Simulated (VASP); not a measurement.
The system is Li2Ag3.

```
Li Ag
1.0
     3.67408    0.00000    0.00000
     0.00000    3.67408    0.00000
     0.00000    0.00000    3.67408
Li Ag
2 3
Direct
  0.00000 0.00000 0.00000
  0.50000 0.50000 0.50000
  0.50000 0.00000 0.00000
  0.00000 0.50000 0.00000
  0.00000 0.00000 0.50000
```

The cell was generated, and may not be a known phase.

- Program: VASP 6.6.1
- Task: relaxation of cell and atoms
- Functional: PBE
- Potentials or basis: VASP PAW PBE potentials, release 64 (Li_sv, Ag_sv_GW)
- Cutoff: 880 eV
- k mesh: 6 × 6 × 6
- Occupations: gaussian, width 0.1 eV
- Spin: no spin polarisation

At the start: pressure 120.4 GPa; volume 9.92 Å³/atom.

**Question.** Where does the relaxation end?

**Answer.** Over 5 steps the energy falls by 1815.6 meV/atom and the volume is 19.14 Å³/atom (+93.0 %); space group Pm-3m (No. 221, to 0.1 Å) before and after.

Step by step:
| step | energy change (eV) | largest force (eV/Å) | pressure (GPa) | volume (Å³) |
| --- | --- | --- | --- | --- |
| 1 | 0.0000 | 0.0000 | 120.37 | 49.60 |
| 2 | -8.3985 | 0.0000 | -5.70 | 124.62 |
| 3 | -9.0106 | 0.0000 | 3.34 | 88.67 |
| 4 | -9.0679 | 0.0000 | -1.11 | 98.41 |
| 5 | -9.0780 | 0.0000 | -0.08 | 95.72 |

Final structure:
```
CELL_PARAMETERS angstrom
4.57444 0.00000 0.00000
0.00000 4.57444 0.00000
0.00000 0.00000 4.57444
ATOMIC_POSITIONS crystal
Li 0.00000 0.00000 0.00000
Li 0.50000 0.50000 0.50000
Ag 0.50000 0.00000 0.00000
Ag 0.00000 0.50000 0.00000
Ag 0.00000 0.00000 0.50000
```

Caveat: the volume moved by over 15 % at a fixed basis, so the end points are rough.
